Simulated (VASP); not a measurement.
# CaSi2As2 (P6_3/mmc) in VASP: single point with PBE

Aim: the single point of CaSi2As2 with PBE.

Program: VASP 6.6.1. These are calculated values, not measurements. Logs are shortened: lines on timing, memory, paths and dates and some standing lists are left out, and cuts for length are marked.

### Step 1. The cell of the first run

Symmetry: P6_3/mmc, No. 194, hexagonal system. Conventional cell: a = 3.951 Å, b = 3.951 Å, c = 16.884 Å, α = 90.00°, β = 90.00°, γ = 120.00°. Si (site symmetry 3m) has 1 Si at 2.45 Å and 3 As at 2.46 Å within 3.2 Å. Within 3.2 Å of As (site symmetry 3m) lie 3 Si at 2.46 Å and 3 Ca at 3.08 Å. Ca (site symmetry -3m) has 6 As at 3.08 Å and 6 Si at 3.76 Å and 6 Ca at 3.95 Å within 4.1 Å.

### Step 2. Single point, PBE

File INCAR:

```
  PREC = Accurate
  ENCUT = 520
  EDIFF = 1E-7
  ISMEAR = 0
  SIGMA = 0.1147
  LREAL = F
  LASPH = T
  NELM = 80
  ALGO = Normal
  ISIF = 2
  LWAVE = F
  LCHARG = F
  GGA = PE
  NBANDS = 39
```

File KPOINTS:

```
regular mesh
0
Gamma
  10 10 2
```

File POSCAR:

```
CaSi2As2
1.0
    3.9512185601     -0.0000002887      0.0000000000
   -1.9756090300      3.4218557933      0.0000000000
    0.0000000000      0.0000000000     16.8842550000
Si As Ca
4 4 2
Direct
    0.3333333333      0.6666666667      0.1773208636
    0.6666666667      0.3333333333      0.6773208636
    0.3333333333      0.6666666667      0.3226791364
    0.6666666667      0.3333333333      0.8226791364
    0.3333333333      0.6666666667      0.6226348584
    0.6666666667      0.3333333333      0.1226348584
    0.3333333333      0.6666666667      0.8773651416
    0.6666666667      0.3333333333      0.3773651416
    0.0000000000      0.0000000000      0.0000000000
    0.0000000000      0.0000000000      0.5000000000
```

Potentials or basis: VASP PAW PBE potentials, release 64 (Si, As, Ca_sv).

Command:

```sh
> cat potpaw_PBE.64/Si/POTCAR potpaw_PBE.64/As/POTCAR potpaw_PBE.64/Ca_sv/POTCAR > POTCAR
> mpirun -np 1 vasp_std > vasp.out
```

OUTCAR:

```text
PREC = Accurate
   ENCUT = 520
   EDIFF = 1E-7
   ISMEAR = 0
   LREAL = F
   LASPH = T
   NELM = 80
   ISIF = 2
   GGA = PE

 ion  position               nearest neighbor table
   1  0.333  0.667  0.177-   3 2.45   6 2.46   6 2.46   6 2.46
   2  0.667  0.333  0.677-   4 2.45   5 2.46   5 2.46   5 2.46
   3  0.333  0.667  0.323-   1 2.45   8 2.46   8 2.46   8 2.46
   4  0.667  0.333  0.823-   2 2.45   7 2.46   7 2.46   7 2.46
   5  0.333  0.667  0.623-   2 2.46   2 2.46   2 2.46
   6  0.667  0.333  0.123-   1 2.46   1 2.46   1 2.46
   7  0.333  0.667  0.877-   4 2.46   4 2.46   4 2.46
   8  0.667  0.333  0.377-   3 2.46   3 2.46   3 2.46
   9  0.000  0.000  0.000-
  10  0.000  0.000  0.500-

  LATTYP: Found a hexagonal cell.
 ALAT       =     3.9512185601
 C/A-ratio  =     4.2731766778

  Lattice vectors:

 A1 = (   3.9512185601,  -0.0000002887,   0.0000000000)
 A2 = (  -1.9756090300,   3.4218557933,   0.0000000000)
 A3 = (   0.0000000000,   0.0000000000,  16.8842550000)

Analysis of symmetry for initial positions (statically):
=====================================================================
 Subroutine PRICEL returns:
 Original cell was already a primitive cell.

 Routine SETGRP: Setting up the symmetry group for a
 hexagonal supercell.

 Subroutine GETGRP returns: Found 24 space group operations
 (whereof 12 operations were pure point group operations)
 out of a pool of 24 trial point group operations.

The static configuration has the point symmetry D_3d.
 The point group associated with its full space group is D_6h.

Analysis of symmetry for dynamics (positions and initial velocities):
=====================================================================
 Subroutine PRICEL returns:
 Original cell was already a primitive cell.

 Routine SETGRP: Setting up the symmetry group for a
 hexagonal supercell.

 Subroutine GETGRP returns: Found 24 space group operations
 (whereof 12 operations were pure point group operations)
 out of a pool of 24 trial point group operations.

The dynamic configuration has the point symmetry D_3d.
 The point group associated with its full space group is D_6h.

 Subroutine INISYM returns: Found 24 space group operations
 (whereof 12 operations are pure point group operations),
 and found     1 'primitive' translations

----------------------------------------------------------------------------------------

                                     Primitive cell

  volume of cell :     228.2836

  direct lattice vectors                    reciprocal lattice vectors
     3.951218560 -0.000000289  0.000000000     0.253086491  0.146119529  0.000000000
    -1.975609030  3.421855793  0.000000000     0.000000021  0.292239096  0.000000000
     0.000000000  0.000000000 16.884255000     0.000000000  0.000000000  0.059226777

  length of vectors
     3.951218560  3.951218560 16.884255000     0.292239096  0.292239096  0.059226777

  position of ions in fractional coordinates (direct lattice)
     0.333333333  0.666666667  0.177320864
     0.666666667  0.333333333  0.677320864
     0.333333333  0.666666667  0.322679136
     0.666666667  0.333333333  0.822679136
     0.333333333  0.666666667  0.622634858
     0.666666667  0.333333333  0.122634858
     0.333333333  0.666666667  0.877365142
     0.666666667  0.333333333  0.377365142
     0.000000000  0.000000000  0.000000000
     0.000000000  0.000000000  0.500000000

  ion indices of the primitive-cell ions
   primitive index   ion index
                 1           1
                 2           2
                 3           3
                 4           4
                 5           5
                 6           6
                 7           7
                 8           8
                 9           9
                10          10

----------------------------------------------------------------------------------------

 KPOINTS: regular mesh

Automatic generation of k-mesh.
 Grid dimensions read from file:
 generate k-points for:   10   10    2

 Generating k-lattice:

  Cartesian coordinates                     Fractional coordinates (reciprocal lattice)
     0.025308649  0.014611953  0.000000000     0.100000000  0.000000000  0.000000000
     0.000000002  0.029223910  0.000000000     0.000000000  0.100000000  0.000000000
     0.000000000  0.000000000  0.029613388     0.000000000  0.000000000  0.500000000

  Length of vectors
     0.029223910  0.029223910  0.029613388

  Shift w.r.t. Gamma in fractional coordinates (k-lattice)
     0.000000000  0.000000000  0.000000000

 Subroutine IBZKPT returns following result:
 ===========================================

 Found     28 irreducible k-points:

 Following reciprocal coordinates:
            Coordinates               Weight
  0.000000  0.000000  0.000000      1.000000
  0.100000  0.000000  0.000000      6.000000
  0.200000  0.000000  0.000000      6.000000
  0.300000 -0.000000  0.000000      6.000000
  0.400000 -0.000000  0.000000      6.000000
  0.500000 -0.000000  0.000000      3.000000
[... 16 lines left out ...]
  0.300000  0.100000  0.500000     12.000000
  0.400000  0.100000  0.500000     12.000000
 [... further k-points ...]
   k-points           NKPTS =     28   k-points in BZ     NKDIM =     28   number of bands    NBANDS=     39
   number of dos      NEDOS =    301   number of ions     NIONS =     10
   total plane-waves  NPLWV = 113400
   dimension x,y,z NGX =    30 NGY =   30 NGZ =  126
   dimension x,y,z NGXF=    60 NGYF=   60 NGZF=  252
   ions per type =               4   4   2
   NGX,Y,Z   is equivalent  to a cutoff of  12.62, 12.62, 12.41 a.u.
   NGXF,Y,Z  is equivalent  to a cutoff of  25.24, 25.24, 24.81 a.u.
 SYSTEM =  unknown system
   PREC   = accura    normal or accurate (medium, high low for compatibility)
   ISTART =      0    job   : 0-new  1-cont  2-samecut
   ICHARG =      2    charge: 1-file 2-atom 10-const
   ISPIN  =      1    spin polarized calculation?
   LNONCOLLINEAR =      F non collinear calculations
   LSORBIT =      F    spin-orbit coupling
   LASPH  =      T    aspherical Exc in radial PAW
   ENCUT  =  520.0 eV  38.22 Ry    6.18 a.u.   7.35  7.35 31.39*2*pi/ulx,y,z
   NELM   =     80;   NELMIN=  2; NELMDL= -5     # of ELM steps
   EDIFF  = 0.1E-06   stopping-criterion for ELM
   LREAL  =      F    real-space projection
   EDIFFG = 0.1E-05   stopping-criterion for IOM
   NSW    =      0    number of steps for IOM
   IBRION =     -1    ionic relax: 0-MD 1-quasi-New 2-CG
   NFREE  =      0    steps in history (QN), initial steepest desc. (CG)
   ISIF   =      2    stress and relaxation
   ISYM   =      2    0-nonsym 1-usesym 2-fastsym
   POTIM  = 0.5000    time-step for ionic-motion
   TEBEG  =    0.0;   TEEND  =   0.0 temperature during run
   PSTRESS=    0.0 pullay stress
   NELECT =      56.0000    total number of electrons
   NUPDOWN=      -1.0000    fix difference up-down
   EMIN   =  10.00;   EMAX   =-10.00  energy-range for DOS
   EFERMI =   0.00;   METHOD = LEGACY
   ISMEAR =     0;   SIGMA  =   0.11  broadening in eV -4-tet -1-fermi 0-gaus
   EFERMI_NEDOS =   21; number of points for ismear=-14 and -15
   IALGO  =     38    algorithm
   IMIX   =      4    mixing-type and parameters
     AMIX     =   0.40;   BMIX     =  1.00
     AMIX_MAG =   1.60;   BMIX_MAG =  1.00
  volume/ion in A,a.u.               =      22.83       154.05
  Fermi-wavevector in a.u.,A,eV,Ry     =   1.024816  1.936622 14.289493  1.050248
  Thomas-Fermi vector in A             =   2.158623
   LORBIT       =      0    0 simple, 1 ext, 2 COOP (PROOUT), +10 PAW based schemes
   GGA     = PE    functional components
   LHFCALC =     F    Hartree Fock is set to
   AEXX    =    0.0000 exact exchange contribution
   IVDW    =     0    specifies the selected vdW correction
   LEPSILON=     F    determine dielectric tensor
   LRPA    =     F    only Hartree local field effects (RPA)
 non-spin polarized calculation
 Gauss-broadening in eV      SIGMA  =   0.11
  energy-cutoff  :      520.00
  volume of cell :      228.28
 maximum number of plane-waves:      6213
 NGX is ok and might be reduce to    30
   NGX = 15   NGY = 15   NGZ = 63

 number of electron      55.9999997 magnetization

 Free energy of the ion-electron system (eV)
  ---------------------------------------------------
  ext. energy  EPLUGINS =         0.00000000
  ---------------------------------------------------
  free energy    TOTEN  =       -45.43682818 eV

  energy without entropy =      -45.38255379  energy(sigma->0) =      -45.40969098

 E-fermi :   5.6656     XC(G=0):  -9.4196

 val. band max:        5.6474467274   @ k =   0.1000   0.0000   0.5000
 cond. band min:       5.6799969534   @ k =   0.3000   0.2000   0.5000
 fundamental gap:      0.0325502260
 Fermi energy:         5.6656487310

 k-point     1 :       0.0000    0.0000    0.0000
  band No.  band energies     occupation
      1     -36.3158      2.00000
      2     -36.3158      2.00000
      3     -17.3858      2.00000
      4     -17.3857      2.00000
      5     -17.2941      2.00000
      6     -17.2941      2.00000
[... 31 lines left out ...]
     38       7.4824      0.00000
     39       7.7840      0.00000

 k-point     2 :       0.1000    0.0000    0.0000
  band No.  band energies     occupation
      1     -36.3150      2.00000
      2     -36.3150      2.00000
      3     -17.3831      2.00000
      4     -17.3831      2.00000
      5     -17.3052      2.00000
      6     -17.3052      2.00000
[... 31 lines left out ...]
     38       7.3733      0.00000
     39       7.6055      0.00000

 k-point     3 :       0.2000    0.0000    0.0000
  band No.  band energies     occupation
      1     -36.3128      2.00000
      2     -36.3128      2.00000
      3     -17.3761      2.00000
      4     -17.3761      2.00000
      5     -17.3341      2.00000
      6     -17.3341      2.00000
[... 31 lines left out ...]
     38       7.6917      0.00000
     39       7.9942      0.00000

 k-point     4 :       0.3000   -0.0000    0.0000
  band No.  band energies     occupation
      1     -36.3100      2.00000
      2     -36.3100      2.00000
      3     -17.3706      2.00000
      4     -17.3706      2.00000
      5     -17.3663      2.00000
      6     -17.3663      2.00000
[... 31 lines left out ...]
     38       7.8934      0.00000
     39       8.0808      0.00000
[... 754 lines left out ...]
     38       7.7485      0.00000
     39       8.0619      0.00000

 k-point    23 :       0.3000    0.1000    0.5000
  band No.  band energies     occupation
      1     -36.3085      2.00000
      2     -36.3085      2.00000
      3     -17.3843      2.00000
      4     -17.3843      2.00000
      5     -17.3625      2.00000
      6     -17.3625      2.00000
[... 31 lines left out ...]
     38       8.0849      0.00000
     39       8.6604      0.00000

 k-point    24 :       0.4000    0.1000    0.5000
  band No.  band energies     occupation
      1     -36.3070      2.00000
      2     -36.3070      2.00000
      3     -17.4025      2.00000
      4     -17.4025      2.00000
      5     -17.3577      2.00000
      6     -17.3577      2.00000
[... 31 lines left out ...]
     38       8.0905      0.00000
     39       8.7875      0.00000

 [... further k-points ...]

------------------------ aborting loop because EDIFF is reached ----------------------------------------

  FORCE on cell =-STRESS in cart. coord.  units (eV):
  Direction    XX          YY          ZZ          XY          YZ          ZX
  --------------------------------------------------------------------------------------
  -------------------------------------------------------------------------------------
  Total        3.5311941      3.5311941      0.6509580      0.0000000     -0.0000000      0.0000000
  in kB       24.7832086     24.7832086      4.5686610      0.0000000     -0.0000000      0.0000000
  external PRESSURE =      18.0450261 kB  Pullay stress =       0.0000000 kB

 VOLUME and BASIS-vectors are now :
 -----------------------------------------------------------------------------
  energy-cutoff  :      520.00
  volume of cell :      228.28
      direct lattice vectors                 reciprocal lattice vectors
     3.951218560 -0.000000289  0.000000000     0.253086491  0.146119529  0.000000000
    -1.975609030  3.421855793  0.000000000     0.000000021  0.292239096  0.000000000
     0.000000000  0.000000000 16.884255000     0.000000000  0.000000000  0.059226777

 POSITION                                       TOTAL-FORCE (eV/Angst)
 -----------------------------------------------------------------------------------
      0.00000      2.28124      2.99393        -0.000000      0.000000      0.018757
      1.97561      1.14062     11.43606         0.000000     -0.000000      0.018757
      0.00000      2.28124      5.44820         0.000000     -0.000000     -0.018757
      1.97561      1.14062     13.89032        -0.000000      0.000000     -0.018757
      0.00000      2.28124     10.51273         0.000000     -0.000000     -0.003662
      1.97561      1.14062      2.07060         0.000000      0.000000     -0.003662
      0.00000      2.28124     14.81366        -0.000000     -0.000000      0.003662
      1.97561      1.14062      6.37153         0.000000      0.000000      0.003662
      0.00000      0.00000      0.00000         0.000000      0.000000      0.000000
      0.00000      0.00000      8.44213         0.000000      0.000000      0.000000
 -----------------------------------------------------------------------------------
    total drift:                                0.000000      0.000000      0.000000

  FREE ENERGIE OF THE ION-ELECTRON SYSTEM (eV)
  ---------------------------------------------------
  free  energy   TOTEN  =       -45.4368281769 eV

  energy  without entropy=      -45.3825537909  energy(sigma->0) =      -45.40969098
```

It took 5.6 min on 1 thread of Intel Xeon Platinum 8259CL at 2.50GHz (Skylake/Cascade Lake), shared host; peak memory 0.48 GiB.

Results:

```
Free energy            : -45.4368 eV
Pressure               : 1.8 GPa
Largest force          : 0.019 eV/Å
Band gap on the k mesh : zero (bands 28 and 29 overlap by 1.26 eV)
```

Forces on the atoms (eV/Å):
```
Si   0.000  0.000  0.019
Si   0.000  0.000  0.019
Si   0.000  0.000 -0.019
Si   0.000  0.000 -0.019
As   0.000  0.000 -0.004
As   0.000  0.000 -0.004
As   0.000  0.000  0.004
As   0.000  0.000  0.004
Ca   0.000  0.000  0.000
Ca   0.000  0.000  0.000
```

Stress tensor (GPa, compression positive):
```
2.48 0.00 0.00
0.00 2.48 0.00
0.00 0.00 0.46
```
